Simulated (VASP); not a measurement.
Set up this calculation in VASP 6.6.1, as the native input.

```
Task                   : single point
Functional             : PBEsol
Potentials or basis    : VASP PAW PBE potentials, release 64 (Cd, S)
Cutoff                 : 520 eV
k mesh                 : 8 × 8 × 8
Occupations            : fermi-dirac, width 0.05 eV
Spin                   : no spin polarisation
Dipole correction      : no
Further INCAR settings : ALGO = Normal; EDIFF = 1e-06; NBANDS = 16
```

The structure of CdS (Hawleyite) lies in POSCAR:

```
CdS
1.0
    0.0000000000      2.8969255847      2.8969255847
    2.8969255847      0.0000000000      2.8969255847
    2.8969255847      2.8969255847      0.0000000000
Cd S
1 1
Direct
    0.0000000000      0.0000000000      0.0000000000
    0.7500000000      0.7500000000      0.7500000000
```

This cell differs from its parent crystal: volume scaled by 0.98.

One way to write it, as run:

INCAR

```
SYSTEM = CdS
PREC     = Accurate       ! precision mode
ENCUT    = 520            ! plane-wave cutoff, eV
EDIFF    = 1E-6           ! SCF threshold, eV
ISMEAR   = -1             ! smearing method
SIGMA    = 0.05           ! smearing width, eV
LREAL    = .False.        ! projectors in reciprocal space
LASPH    = .True.         ! aspherical terms in the spheres
NELM     = 100            ! most SCF steps
ALGO     = Normal         ! electronic algorithm
ISIF     = 2              ! what is computed and relaxed
LWAVE    = .False.        ! write WAVECAR
LCHARG   = .False.        ! write CHGCAR
GGA      = PS             ! functional
NBANDS   = 16             ! bands
```

KPOINTS

```
regular mesh
0
Gamma
  8 8 8
  0 0 0
```

Potentials or basis: VASP PAW PBE potentials, release 64 (Cd, S).

Run with:

```console
$ cat potpaw_PBE.64/Cd/POTCAR potpaw_PBE.64/S/POTCAR > POTCAR
$ mpirun -np 1 vasp_std > vasp.out
```

It gave:

```
Pressure               : 1.4 GPa
Band gap on the k mesh : 1.05 eV, direct
```

Caveat: the PAW data sets were made with another functional, which shifts forces and pressure a little.

Run time: 20 s on 1 thread of Intel(R) Xeon(R) Platinum 8259CL CPU @ 2.50GHz (Skylake/Cascade Lake) (shared host), peak memory 0.18 GiB.
